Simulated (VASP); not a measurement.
Input of a VASP 6.6.1 run:

INCAR

```
PREC = Accurate ; ENCUT = 520
EDIFF = 1E-8 ; ISMEAR = 0
SIGMA = 0.1 ; LREAL = False
LASPH = True ; NELM = 60
ALGO = Normal ; ISIF = 2
LWAVE = False ; LCHARG = False
GGA = PE ; LEFG = True
NBANDS = 11
```

Contents of KPOINTS:

```
regular mesh
0
Gamma
  8 8 8
```

Contents of POSCAR:

```
BeS
1.0
    0.0000000000      2.4351516489      2.4351516489
    2.4351516489      0.0000000000      2.4351516489
    2.4351516489      2.4351516489      0.0000000000
Be S
1 1
Direct
    0.3020000000      0.8900000000      0.3310000000
    1.0520000000      1.6400000000      1.0810000000
```

Potentials or basis: VASP PAW PBE potentials, release 64 (Be, S).

Command:

```bash
$ cat potpaw_PBE.64/Be/POTCAR potpaw_PBE.64/S/POTCAR > POTCAR
$ mpirun -np 1 vasp_std > vasp.out
```

What does it give for the pressure?

0.3 GPa.

Predict the band gap on the k mesh.

3.14 eV, indirect (least direct gap 5.67 eV).

Caveat: without QUAD_EFG the Cq values of the log hold for a quadrupole moment of 1 mb, not for the nuclei. A k mesh can miss the band edges.
